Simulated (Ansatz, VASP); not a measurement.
## Two plane-wave programs on Cu

```xyz
2
Lattice="2.3847 0.0000 0.0000 -1.1923 2.0652 0.0000 0.0000 0.0000 4.6441" Properties=species:S:1:pos:R:3 pbc="T T T"
Cu    0.0000    1.3768    1.1610
Cu    1.1923    0.6884    3.4831
```

Alike in both runs: task single point; functional PBEsol; k mesh 24 × 24 × 14; occupations gaussian, width 0.15 eV; no spin polarisation.

|  | VASP | Ansatz |
| --- | --- | --- |
| version | VASP 6.6.1 | Ansatz 0.2.0 |
| potentials or method | VASP PAW PBE potentials, release 64 (Cu), cutoff 520 eV | scalar-relativistic, plane waves, PAW |
| valence electrons in the cell | 22 | 38 |

```tsv
	VASP	Ansatz	Ansatz less VASP
gap on the k mesh at the Fermi level (eV)	none	none	-
pressure (GPa)	5.3	4.7	-0.60
traceless stress, the component that is largest in VASP (GPa)	-22.80	-22.74	+0.061
```

VASP's potentials were made for PBE, not for PBEsol. A gap of «none» marks a metal or a gap that the smearing closes. The functional is the same, so the differences come from potentials, cutoffs and numerics. VASP's potentials hold 22 valence electrons a cell and Ansatz's 38, so a difference there can come from the potentials and not from the codes.
